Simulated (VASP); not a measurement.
# In2O3 (R-3c) in VASP: further runs, part 2 of 2

VASP 6.6.1. The steps go on from the part before.

### Step 4. Single point, PBE

Input file INCAR:

```
PREC = Accurate ; ENCUT = 520
EDIFF = 1E-7 ; ISMEAR = -1
SIGMA = 0.05 ; LREAL = False
LASPH = True ; NELM = 60
ALGO = Normal ; ISIF = 2
LWAVE = False ; LCHARG = True
GGA = PE ; LELF = True
LVHAR = True ; NBANDS = 55
```

Input file KPOINTS:

```
Automatic mesh
0
Gamma
  10 10 10
```

Input file POSCAR:

```
In2O3
1.0
    2.7435000000      1.5839604635      4.8366666667
   -2.7435000000      1.5839604635      4.8366666667
    0.0000000000     -3.1679209270      4.8366666667
In O
4 6
Direct
    0.8573100000      0.8573100000      0.8573100000
    0.6426900000      0.6426900000      0.6426900000
    0.1426900000      0.1426900000      0.1426900000
    0.3573100000      0.3573100000      0.3573100000
    0.0480000000      0.7500000000      0.4520000000
    0.7500000000      0.4520000000      0.0480000000
    0.4520000000      0.0480000000      0.7500000000
    0.9520000000      0.2500000000      0.5480000000
    0.2500000000      0.5480000000      0.9520000000
    0.5480000000      0.9520000000      0.2500000000
```

Potentials or basis: VASP PAW PBE potentials, release 64 (In_d, O).

The run is started by

```
$ cat potpaw_PBE.64/In_d/POTCAR potpaw_PBE.64/O/POTCAR > POTCAR
$ mpirun -np 1 vasp_std > vasp.out
```

OUTCAR:

```text
PREC = Accurate
   ENCUT = 520
   EDIFF = 1E-7
   ISMEAR = -1
   LREAL = False
   LASPH = True
   NELM = 60
   ISIF = 2
   GGA = PE

 ion  position               nearest neighbor table
   1  0.857  0.857  0.857-   8 2.12  10 2.12   9 2.12   6 2.26   5 2.26   7 2.26   2 3.11   3 3.24
                             3 3.24   3 3.24   2 3.61   2 3.61   2 3.61   4 3.99   4 3.99   4 3.99
   2  0.643  0.643  0.643-   9 2.12  10 2.12   8 2.12   6 2.26   5 2.26   7 2.26   1 3.11   4 3.24
                             4 3.24   4 3.24   1 3.61   1 3.61   1 3.61   3 3.99   3 3.99   3 3.99
   3  0.143  0.143  0.143-   5 2.12   7 2.12   6 2.12   8 2.26   9 2.26  10 2.26   4 3.11   1 3.24
                             1 3.24   1 3.24   4 3.61   4 3.61   4 3.61   2 3.99   2 3.99   2 3.99
   4  0.357  0.357  0.357-   6 2.12   7 2.12   5 2.12   8 2.26   9 2.26  10 2.26   3 3.11   2 3.24
                             2 3.24   2 3.24   3 3.61   3 3.61   3 3.61   1 3.99   1 3.99   1 3.99
   5  0.048  0.750  0.452-   3 2.12   4 2.12   1 2.26   2 2.26
   6  0.750  0.452  0.048-   4 2.12   3 2.12   1 2.26   2 2.26
   7  0.452  0.048  0.750-   3 2.12   4 2.12   1 2.26   2 2.26
   8  0.952  0.250  0.548-   1 2.12   2 2.12   3 2.26   4 2.26
   9  0.250  0.548  0.952-   2 2.12   1 2.12   3 2.26   4 2.26
  10  0.548  0.952  0.250-   1 2.12   2 2.12   3 2.26   4 2.26

  LATTYP: Found a trigonal (rhomboedric) cell.
 ALAT       =     5.7817875648
 COS(alpha) =     0.5496857780

  Lattice vectors:

 A1 = (   2.7435000000,   1.5839604635,   4.8366666667)
 A2 = (  -2.7435000000,   1.5839604635,   4.8366666667)
 A3 = (   0.0000000000,  -3.1679209270,   4.8366666667)

Analysis of symmetry for initial positions (statically):
=====================================================================
 Subroutine PRICEL returns:
 Original cell was already a primitive cell.

 Routine SETGRP: Setting up the symmetry group for a
 trigonal (rhombohedral) supercell.

 Subroutine GETGRP returns: Found 12 space group operations
 (whereof  6 operations were pure point group operations)
 out of a pool of 12 trial point group operations.

The static configuration has the point symmetry S_6 .
 The point group associated with its full space group is D_3d.

Analysis of symmetry for dynamics (positions and initial velocities):
=====================================================================
 Subroutine PRICEL returns:
 Original cell was already a primitive cell.

 Routine SETGRP: Setting up the symmetry group for a
 trigonal (rhombohedral) supercell.

 Subroutine GETGRP returns: Found 12 space group operations
 (whereof  6 operations were pure point group operations)
 out of a pool of 12 trial point group operations.

The dynamic configuration has the point symmetry S_6 .
 The point group associated with its full space group is D_3d.

 Subroutine INISYM returns: Found 12 space group operations
 (whereof  6 operations are pure point group operations),
 and found     1 'primitive' translations

----------------------------------------------------------------------------------------

                                     Primitive cell

  volume of cell :     126.1092

  direct lattice vectors                    reciprocal lattice vectors
     2.743500000  1.583960463  4.836666667     0.182248952  0.105221482  0.068917988
    -2.743500000  1.583960463  4.836666667    -0.182248952  0.105221482  0.068917988
     0.000000000 -3.167920927  4.836666667     0.000000000 -0.210442963  0.068917988

  length of vectors
     5.781787565  5.781787565  5.781787565     0.221440578  0.221440578  0.221440578

[... 84 lines left out ...]
   NGX,Y,Z   is equivalent  to a cutoff of  13.80, 13.80, 13.80 a.u.
   NGXF,Y,Z  is equivalent  to a cutoff of  27.60, 27.60, 27.60 a.u.
 SYSTEM =  unknown system
   PREC   = accura    normal or accurate (medium, high low for compatibility)
   ISTART =      0    job   : 0-new  1-cont  2-samecut
   ICHARG =      2    charge: 1-file 2-atom 10-const
   ISPIN  =      1    spin polarized calculation?
   LNONCOLLINEAR =      F non collinear calculations
   LSORBIT =      F    spin-orbit coupling
   LASPH  =      T    aspherical Exc in radial PAW
   ENCUT  =  520.0 eV  38.22 Ry    6.18 a.u.  10.75 10.75 10.75*2*pi/ulx,y,z
   NELM   =     60;   NELMIN=  2; NELMDL= -5     # of ELM steps
   EDIFF  = 0.1E-06   stopping-criterion for ELM
   LREAL  =      F    real-space projection
   EDIFFG = 0.1E-05   stopping-criterion for IOM
   NSW    =      0    number of steps for IOM
   IBRION =     -1    ionic relax: 0-MD 1-quasi-New 2-CG
   NFREE  =      0    steps in history (QN), initial steepest desc. (CG)
   ISIF   =      2    stress and relaxation
   ISYM   =      2    0-nonsym 1-usesym 2-fastsym
   POTIM  = 0.5000    time-step for ionic-motion
   TEBEG  =    0.0;   TEEND  =   0.0 temperature during run
   PSTRESS=    0.0 pullay stress
   NELECT =      88.0000    total number of electrons
   NUPDOWN=      -1.0000    fix difference up-down
   EMIN   =  10.00;   EMAX   =-10.00  energy-range for DOS
   EFERMI =   0.00;   METHOD = LEGACY
   ISMEAR =    -1;   SIGMA  =   0.05  broadening in eV -4-tet -1-fermi 0-gaus
   EFERMI_NEDOS =   21; number of points for ismear=-14 and -15
   IALGO  =     38    algorithm
   IMIX   =      4    mixing-type and parameters
     AMIX     =   0.40;   BMIX     =  1.00
     AMIX_MAG =   1.60;   BMIX_MAG =  1.00
  volume/ion in A,a.u.               =      12.61        85.10
  Fermi-wavevector in a.u.,A,eV,Ry     =   1.452068  2.744010 28.687886  2.108500
  Thomas-Fermi vector in A             =   2.569492
   LORBIT       =      0    0 simple, 1 ext, 2 COOP (PROOUT), +10 PAW based schemes
   GGA     = PE    functional components
   LHFCALC =     F    Hartree Fock is set to
   AEXX    =    0.0000 exact exchange contribution
   IVDW    =     0    specifies the selected vdW correction
   LEPSILON=     F    determine dielectric tensor
   LRPA    =     F    only Hartree local field effects (RPA)
 non-spin polarized calculation
  energy-cutoff  :      520.00
  volume of cell :      126.11
 maximum number of plane-waves:      3426
 NGX is ok and might be reduce to    48
   NGX = 21   NGY = 21   NGZ = 21

 number of electron      88.0000008 magnetization

 Free energy of the ion-electron system (eV)
  ---------------------------------------------------
  ext. energy  EPLUGINS =         0.00000000
  ---------------------------------------------------
  free energy    TOTEN  =       -55.28743467 eV

  energy without entropy =      -55.28743455  energy(sigma->0) =      -55.28743461

 E-fermi :   6.4148     XC(G=0): -11.2355

 val. band max:        5.6286497456   @ k =  -0.2000   0.2000   0.0000
 cond. band min:       6.9223984262   @ k =   0.0000   0.0000   0.0000
 fundamental gap:      1.2937486807
 Fermi energy:         6.4147927841

 k-point     1 :       0.0000    0.0000    0.0000
  band No.  band energies     occupation
      1     -12.0183      2.00000
      2     -11.1367      2.00000
      3     -11.1367      2.00000
      4     -10.9151      2.00000
      5     -10.9151      2.00000
      6     -10.8170      2.00000
[... 1381 lines left out ...]
     54      16.3069      0.00000
     55      16.4239      0.00000

 [... further k-points ...]

------------------------ aborting loop because EDIFF is reached ----------------------------------------

  FORCE on cell =-STRESS in cart. coord.  units (eV):
  Direction    XX          YY          ZZ          XY          YZ          ZX
  --------------------------------------------------------------------------------------
  -------------------------------------------------------------------------------------
  Total        7.4702391      7.4702391      6.2152566      0.0000000     -0.0000000      0.0000000
  in kB       94.9070278     94.9070278     78.9628722      0.0000000     -0.0000000      0.0000000
  external PRESSURE =      89.5923093 kB  Pullay stress =       0.0000000 kB

 VOLUME and BASIS-vectors are now :
 -----------------------------------------------------------------------------
  energy-cutoff  :      520.00
  volume of cell :      126.11
      direct lattice vectors                 reciprocal lattice vectors
     2.743500000  1.583960463  4.836666667     0.182248952  0.105221482  0.068917988
    -2.743500000  1.583960463  4.836666667    -0.182248952  0.105221482  0.068917988
     0.000000000 -3.167920927  4.836666667     0.000000000 -0.210442963  0.068917988

 POSITION                                       TOTAL-FORCE (eV/Angst)
 -----------------------------------------------------------------------------------
      0.00000      0.00000     12.43957         0.000000      0.000000      0.006168
      0.00000      0.00000      9.32543         0.000000      0.000000     -0.006168
      0.00000      0.00000      2.07043         0.000000      0.000000     -0.006168
      0.00000      0.00000      5.18457         0.000000      0.000000      0.006168
     -1.92594     -0.16790      6.04583        -0.069602     -0.120554      0.000000
      0.81756      1.75186      6.04583        -0.069602      0.120554      0.000000
      1.10837     -1.58396      6.04583         0.139204      0.000000     -0.000000
      1.92594      0.16790      8.46417         0.069602      0.120554      0.000000
     -0.81756     -1.75186      8.46417         0.069602     -0.120554      0.000000
     -1.10837      1.58396      8.46417        -0.139204      0.000000     -0.000000
 -----------------------------------------------------------------------------------
    total drift:                                0.000000     -0.000000      0.000000

  FREE ENERGIE OF THE ION-ELECTRON SYSTEM (eV)
  ---------------------------------------------------
  free  energy   TOTEN  =       -55.2874346697 eV

  energy  without entropy=      -55.2874345544  energy(sigma->0) =      -55.28743461
```

Run time: 13 min. Hardware: 1 thread of Intel Xeon Platinum 8488C (Sapphire Rapids), shared host; peak memory 0.7 GiB.

What came out:

```
Free energy            : -55.2874 eV
Pressure               : 9.0 GPa
Largest force          : 0.139 eV/Å
Band gap on the k mesh : 1.29 eV (least direct gap 1.34 eV)
```

Forces on the atoms (eV/Å):
```
In   0.000  0.000  0.006
In   0.000  0.000 -0.006
In   0.000  0.000 -0.006
In   0.000  0.000  0.006
O   -0.070 -0.121  0.000
O   -0.070  0.121  0.000
O    0.139  0.000  0.000
O    0.070  0.121  0.000
O    0.070 -0.121  0.000
O   -0.139  0.000  0.000
```

Stress tensor (GPa, compression positive):
```
9.49 0.00 0.00
0.00 9.49 0.00
0.00 0.00 7.90
```

Caveat: the cell stands under pressure; spin-orbit coupling is left out, which moves the levels of the heavy elements.

### Step 5. Single point, PBEsol

Input file INCAR:

```
PREC     = Accurate       # precision mode
ENCUT    = 520            # plane-wave cutoff, eV
EDIFF    = 1E-6           # SCF threshold, eV
ISMEAR   = -1             # smearing method
SIGMA    = 0.05           # smearing width, eV
LREAL    = F              # projectors in reciprocal space
LASPH    = T              # aspherical terms in the spheres
NELM     = 100            # most SCF steps
ALGO     = Normal         # electronic algorithm
ISIF     = 2              # what is computed and relaxed
LWAVE    = F              # write WAVECAR
LCHARG   = F              # write CHGCAR
GGA      = PS             # functional
NBANDS   = 55             # bands
```

Input file KPOINTS:

```
Automatic mesh
0
Gamma
  6 6 6
```

POSCAR is that of step 4.

The run is started by

```
$ cat potpaw_PBE.64/In_d/POTCAR potpaw_PBE.64/O/POTCAR > POTCAR
$ mpirun -np 1 vasp_std > vasp.out
```

Wall time 13 min (1 thread of Intel Xeon 8259CL, shared host); peak memory 0.4 GiB.

It converged, with:

| Item | Value |
| --- | --- |
| Free energy | -59.3677 eV |
| Pressure | 2.6 GPa |
| Largest force | 0.167 eV/Å |
| Band gap on the k mesh | 1.20 eV (least direct gap 1.24 eV) |

Forces on the atoms (eV/Å):
```
In   0.000  0.000 -0.059
In   0.000  0.000  0.059
In   0.000  0.000  0.059
In   0.000  0.000 -0.059
O   -0.084 -0.145  0.000
O   -0.084  0.145  0.000
O    0.167  0.000  0.000
O    0.084  0.145  0.000
O    0.084 -0.145  0.000
O   -0.167  0.000  0.000
```

Stress tensor (GPa, compression positive):
```
2.95 0.00 0.00
0.00 2.95 0.00
0.00 0.00 1.84
```

Levels at points of the mesh, in eV from the valence-band top:
| k point | band 40 | band 41 | band 42 | band 43 | band 44 | band 45 | band 46 | band 47 | band 48 | band 49 |
| --- | --- | --- | --- | --- | --- | --- | --- | --- | --- | --- |
| (0.00, 0.00, 0.00) | -0.38 | -0.28 | -0.28 | -0.04 | -0.04 | 1.20 | 5.47 | 6.21 | 7.27 | 9.09 |
| (0.50, 0.00, 0.00) | -0.93 | -0.77 | -0.77 | -0.06 | -0.06 | 4.91 | 4.91 | 5.83 | 5.83 | 8.31 |
| (0.50, 0.50, 0.00) | -0.88 | -0.56 | -0.34 | -0.09 | -0.04 | 5.15 | 5.48 | 6.44 | 6.53 | 7.22 |
| (0.50, 0.50, 0.50) | -1.12 | -0.19 | -0.19 | -0.19 | -0.19 | 4.36 | 4.36 | 7.14 | 7.14 | 8.18 |

Caveat: the PAW data sets were made with another functional, which shifts forces and pressure a little; spin-orbit coupling is left out, which moves the levels of the heavy elements. A k mesh can miss the band edges.

### Step 6. The runs side by side

| level | cell | k mesh | gap on the mesh (eV) | pressure (GPa) | largest force (eV/Å) |
| --- | --- | --- | --- | --- | --- |
| PBE | a = 5.782 Å, angles 56.7°, 10 atoms, atomic positions A | 8 × 8 × 8 | 1.30 | 9.0 | 0.14 |
| r2SCAN+D3(BJ) | a = 5.784 Å, angles 56.7°, 10 atoms, atomic positions B | 6 × 6 × 6 | 1.86 | 1.1 | 0.02 |
| PBE | a = 5.782 Å, angles 56.7°, 10 atoms, atomic positions A | 10 × 10 × 10 | 1.29 | 9.0 | 0.14 |
| PBEsol | a = 5.782 Å, angles 56.7°, 10 atoms, atomic positions A | 6 × 6 × 6 | 1.20 | 2.6 | 0.17 |

Alike in all rows: task single point; potentials or basis VASP PAW PBE potentials, release 64 (In_d, O); no spin polarisation; cutoff (eV) 520; smearing fermi-dirac 0.05 eV.

On the cell as given the gap runs from 1.20 eV (PBEsol) to 1.30 eV (PBE); the meshes differ, which moves gaps too. The pressure there spans 2.6 GPa (PBEsol) to 9.0 GPa (PBE); a positive pressure means that this level wants a larger cell, a negative one a smaller.

Caveats: spin-orbit coupling is left out, which moves the levels of the heavy elements; the cell stands under pressure (at least some runs); the PAW data sets were made with another functional, which shifts forces and pressure a little (at least some runs).

Total energies depend on the potentials used, so only differences within one code and one set of settings carry meaning.
